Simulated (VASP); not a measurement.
NaI: single point with PBE

NaI:

```
CELL_PARAMETERS angstrom
0.00000 3.16308 3.16308
3.16308 0.00000 3.16308
3.16308 3.16308 0.00000
ATOMIC_POSITIONS crystal
Na 0.00000 0.00000 0.00000
I 0.50000 0.50000 0.50000
```

This cell differs from its parent crystal: volume scaled by 0.91.

```yaml
Program: VASP 6.6.1
Task: single point
Functional: PBE
Potentials_or_basis: VASP PAW PBE potentials, release 64 (Na_pv, I)
Cutoff: 520 eV
k_mesh: 6 × 6 × 6
Occupations: gaussian, width 0.02 eV
Spin: no spin polarisation
Dipole_correction: no
Further_INCAR_settings: ALGO = Normal; EDIFF = 1e-06; NBANDS = 14
```

The pressure is 1.8 GPa and the band gap on the k mesh is 3.84 eV, direct.

Levels at points of the mesh, in eV from the valence-band top:
```tsv
k point	band 5	band 6	band 7	band 8	band 9	band 10
(0.00, 0.00, 0.00)	0.00	0.00	0.00	3.84	7.92	7.92
(0.50, 0.00, 0.00)	-2.44	-0.33	-0.33	5.11	7.50	7.50
(0.50, 0.50, 0.00)	-2.14	-0.84	-0.84	4.54	5.42	10.32
```

Run time: 7.2 s on 1 thread of Intel(R) Xeon(R) 6975P-C (Granite Rapids), on a shared host, peak memory 0.2 GiB.

Caveat: spin-orbit coupling is left out, which moves the levels of the heavy elements.
